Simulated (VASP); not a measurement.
# SiC (P6_3mc) in VASP: further runs, part 2 of 2

VASP 6.6.1. The steps go on from the part before.

## Step 3: Electric field gradients, PBE (volume scaled by 0.94)

INCAR reads:

```
SYSTEM = SiC
  PREC = Accurate
  ENCUT = 520
  EDIFF = 1E-8
  ISMEAR = -1
  SIGMA = 0.08
  LREAL = .False.
  LASPH = .True.
  NELM = 100
  ALGO = Normal
  ISIF = 2
  LWAVE = .False.
  LCHARG = .False.
  GGA = PE
  LEFG = .True.
  NBANDS = 16
```

KPOINTS reads:

```
Automatic mesh
0
Gamma
  15 15 8
  0 0 0
```

POSCAR reads:

```
SiC
1.0
    3.0132051134      0.0000000000      0.0000000000
   -1.5066025567      2.6095121751      0.0000000000
    0.0000000000      0.0000000000      4.9449506768
Si C
2 2
Direct
    0.3333333333      0.6666666667      0.0000000000
    0.6666666667      0.3333333333      0.5000000000
    0.3333333333      0.6666666667      0.3850000000
    0.6666666667      0.3333333333      0.8850000000
```

Potentials or basis: VASP PAW PBE potentials, release 64 (Si, C).

Launch:

```console
$ cat potpaw_PBE.64/Si/POTCAR potpaw_PBE.64/C/POTCAR > POTCAR
$ mpirun -np 1 vasp_std > vasp.out
```

OUTCAR:

```text
SYSTEM = SiC
   PREC = Accurate
   ENCUT = 520
   EDIFF = 1E-8
   ISMEAR = -1
   LREAL = .False.
   LASPH = .True.
   NELM = 100
   ISIF = 2
   GGA = PE

 ion  position               nearest neighbor table
   1  0.333  0.667  0.000-   4 1.83   4 1.83   4 1.83   3 1.90   2 3.02   2 3.02   2 3.02   2 3.02
                             2 3.02   2 3.02
   2  0.667  0.333  0.500-   3 1.83   3 1.83   3 1.83   4 1.90   1 3.02   1 3.02   1 3.02   1 3.02
                             1 3.02   1 3.02
   3  0.333  0.667  0.385-   2 1.83   2 1.83   2 1.83   1 1.90
   4  0.667  0.333  0.885-   1 1.83   1 1.83   1 1.83   2 1.90

  LATTYP: Found a hexagonal cell.
 ALAT       =     3.0132051134
 C/A-ratio  =     1.6410932846

  Lattice vectors:

 A1 = (   3.0132051134,   0.0000000000,   0.0000000000)
 A2 = (  -1.5066025567,   2.6095121751,   0.0000000000)
 A3 = (   0.0000000000,   0.0000000000,   4.9449506768)

Analysis of symmetry for initial positions (statically):
=====================================================================
 Subroutine PRICEL returns:
 Original cell was already a primitive cell.

 Routine SETGRP: Setting up the symmetry group for a
 hexagonal supercell.

 Subroutine GETGRP returns: Found 12 space group operations
 (whereof  6 operations were pure point group operations)
 out of a pool of 24 trial point group operations.

The static configuration has the point symmetry C_3v.
 The point group associated with its full space group is C_6v.

Analysis of symmetry for dynamics (positions and initial velocities):
=====================================================================
 Subroutine PRICEL returns:
 Original cell was already a primitive cell.
[... 612 lines left out ...]
      6       4.1228      2.00000
[... 8 lines left out ...]
     15      20.5910      0.00000
     16      21.5997      0.00000

 [... further k-points ...]
[... 5 lines left out ...]
  --------------------------------------------------------------------------------------
  -------------------------------------------------------------------------------------
  Total        5.3392891      5.3392891      3.4725080      0.0000000      0.0000000      0.0000000
  in kB      220.0108163    220.0108163    143.0882091      0.0000000      0.0000000      0.0000000
  external PRESSURE =     194.3699472 kB  Pullay stress =       0.0000000 kB

 VOLUME and BASIS-vectors are now :
 -----------------------------------------------------------------------------
  energy-cutoff  :      520.00
  volume of cell :       38.88
      direct lattice vectors                 reciprocal lattice vectors
     3.013205113  0.000000000  0.000000000     0.331872529  0.191606694  0.000000000
    -1.506602557  2.609512175  0.000000000     0.000000000  0.383213387  0.000000000
     0.000000000  0.000000000  4.944950677     0.000000000  0.000000000  0.202226486

 POSITION                                       TOTAL-FORCE (eV/Angst)
 -----------------------------------------------------------------------------------
     -0.00000      1.73967      0.00000        -0.000000      0.000000      0.854784
      1.50660      0.86984      2.47248         0.000000      0.000000      0.854784
     -0.00000      1.73967      1.90381        -0.000000     -0.000000     -0.854784
      1.50660      0.86984      4.37628         0.000000     -0.000000     -0.854784
 -----------------------------------------------------------------------------------
    total drift:                               -0.000000      0.000000      0.000049

  FREE ENERGIE OF THE ION-ELECTRON SYSTEM (eV)
  ---------------------------------------------------
  free  energy   TOTEN  =       -29.8937132921 eV

  energy  without entropy=      -29.8937132802  energy(sigma->0) =      -29.89371329

 Electric field gradients (V/A^2)
---------------------------------------------------------------------
 ion       V_xx      V_yy      V_zz      V_xy      V_xz      V_yz
---------------------------------------------------------------------
   1      -9.273    -9.274    18.547    -0.000    -0.000     0.000
   2      -9.273    -9.274    18.547    -0.000     0.000    -0.000
   3      -1.658    -1.658     3.316     0.000    -0.000     0.000
   4      -1.658    -1.658     3.316     0.000     0.000    -0.000
---------------------------------------------------------------------

 Electric field gradients after diagonalization (V/A^2)
 (convention: |V_zz| > |V_xx| > |V_yy|)
----------------------------------------------------------------------
 ion       V_xx      V_yy      V_zz     asymmetry (V_yy - V_xx)/ V_zz
----------------------------------------------------------------------
   1      -9.274    -9.273    18.547       0.000
   2      -9.274    -9.273    18.547       0.000
   3      -1.659    -1.658     3.316       0.000
   4      -1.659    -1.658     3.316       0.000
----------------------------------------------------------------------

           NMR quadrupolar parameters

 Cq : quadrupolar parameter    Cq=e*Q*V_zz/h
 eta: asymmetry parameters     (V_yy - V_xx)/ V_zz
 Q  : nuclear electric quadrupole moment in mb (millibarn)
----------------------------------------------------------------------
 ion       Cq(MHz)       eta       Q (mb)
----------------------------------------------------------------------
   1       0.045       0.000       1.000
   2       0.045       0.000       1.000
   3       0.008       0.000       1.000
   4       0.008       0.000       1.000
----------------------------------------------------------------------
```

OSZICAR:

```text
N       E                     dE             d eps       ncg     rms          rms(c)
DAV:   1     0.256966235741E+02    0.25697E+02   -0.72804E+03  4320   0.902E+02
DAV:   2    -0.315668087145E+02   -0.57263E+02   -0.52502E+02  6112   0.161E+02
DAV:   3    -0.339872082860E+02   -0.24204E+01   -0.24118E+01  5616   0.305E+01
DAV:   4    -0.340034365410E+02   -0.16228E-01   -0.16226E-01  5320   0.307E+00
DAV:   5    -0.340035829364E+02   -0.14640E-03   -0.14639E-03  5640   0.275E-01    0.135E+01
DAV:   6    -0.300275407672E+02    0.39760E+01   -0.68545E+00  5456   0.163E+01    0.619E+00
DAV:   7    -0.299128709986E+02    0.11467E+00   -0.12740E+00  6192   0.669E+00    0.262E+00
DAV:   8    -0.298950515722E+02    0.17819E-01   -0.53265E-02  5008   0.145E+00    0.672E-01
DAV:   9    -0.298934034409E+02    0.16481E-02   -0.77694E-03  5664   0.608E-01    0.119E-01
DAV:  10    -0.298936877939E+02   -0.28435E-03   -0.92561E-04  5272   0.179E-01    0.564E-02
DAV:  11    -0.298937121222E+02   -0.24328E-04   -0.74569E-05  5096   0.632E-02    0.138E-02
DAV:  12    -0.298937128359E+02   -0.71366E-06   -0.55873E-06  5696   0.150E-02    0.371E-03
DAV:  13    -0.298937133009E+02   -0.46506E-06   -0.54000E-07  5272   0.469E-03    0.283E-03
DAV:  14    -0.298937132858E+02    0.15163E-07   -0.21448E-08  5664   0.102E-03    0.114E-03
DAV:  15    -0.298937132921E+02   -0.62903E-08   -0.21514E-08  5208   0.928E-04
   1 F= -.29893713E+02 E0= -.29893713E+02  d E =-.118256E-07
```

stdout:

```text
POSCAR found type information on POSCAR SiC
 POSCAR found :  2 types and       4 ions
 scaLAPACK will be used
 LDA part: xc-table for (Slater+PW92), standard interpolation
 POSCAR, INCAR and KPOINTS ok, starting setup
 FFT: planning ... GRIDC
 FFT: planning ... GRID_SOFT
 FFT: planning ... GRID
 WAVECAR not read
 entering main loop
ion   1

ion   2

ion   3

ion   4
```

Run time: 63 s. Hardware: 1 thread of Intel Xeon Platinum 8488C (Sapphire Rapids), shared host; peak memory 0.2 GiB.

What came out:

- Free energy: -29.8937 eV
- Pressure: 19.4 GPa
- Largest force: 0.855 eV/Å
- Band gap on the k mesh: 2.21 eV, indirect (least direct gap 4.22 eV)

Forces on the atoms (eV/Å):
```
Si   0.000  0.000  0.855
Si   0.000  0.000  0.855
C    0.000  0.000 -0.855
C    0.000  0.000 -0.855
```

Electric field gradients, principal values (V/Å²):
| atom | least | middle | greatest (by size) |
| --- | --- | --- | --- |
| 1 Si | -9.273 | -9.274 | 18.547 |
| 2 Si | -9.273 | -9.274 | 18.547 |
| 3 C | -1.658 | -1.659 | 3.316 |
| 4 C | -1.658 | -1.659 | 3.316 |

Caveat: without QUAD_EFG the Cq values of the log hold for a quadrupole moment of 1 mb, not for the nuclei. A k mesh can miss the band edges.
